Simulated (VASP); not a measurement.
A run of VASP 6.6.1 is set up as follows.

File INCAR:

```
SYSTEM = Sr
PREC     = Accurate       ! precision mode
ENCUT    = 500            ! plane-wave cutoff, eV
EDIFF    = 1E-6           ! SCF threshold, eV
ISMEAR   = 1              ! smearing method
SIGMA    = 0.1            ! smearing width, eV
LREAL    = .False.        ! projectors in reciprocal space
LASPH    = .True.         ! aspherical terms in the spheres
NELM     = 120            ! most SCF steps
ALGO     = Normal         ! electronic algorithm
ISIF     = 2              ! what is computed and relaxed
LWAVE    = .False.        ! write WAVECAR
LCHARG   = .False.        ! write CHGCAR
GGA      = PS             ! functional
NBANDS   = 11             ! bands
GGA_COMPAT= .False.
```

KPOINTS

```
regular mesh
0
Gamma
  7 7 7
  0 0 0
```

POSCAR

```
Sr
1.0
   -2.3358303435      2.3358303435      2.3358303435
    2.3358303435     -2.3358303435      2.3358303435
    2.3358303435      2.3358303435     -2.3358303435
Sr
1
Direct
    0.0000000000      0.0000000000      0.0000000000
```

Potentials or basis: VASP PAW PBE potentials, release 64 (Sr_sv).

The run is started by

```sh
$ cat potpaw_PBE.64/Sr_sv/POTCAR > POTCAR
$ mpirun -np 1 vasp_std > vasp.out
```

(1) Estimate the pressure.

(2) Estimate the band gap on the k mesh.

Results:

(1) 0.0 GPa.

(2) zero (band 5 reaches 2.05 eV, above the bottom of band 6 at 1.64 eV).

Caveat: the PAW data sets were made with another functional, which shifts forces and pressure a little.
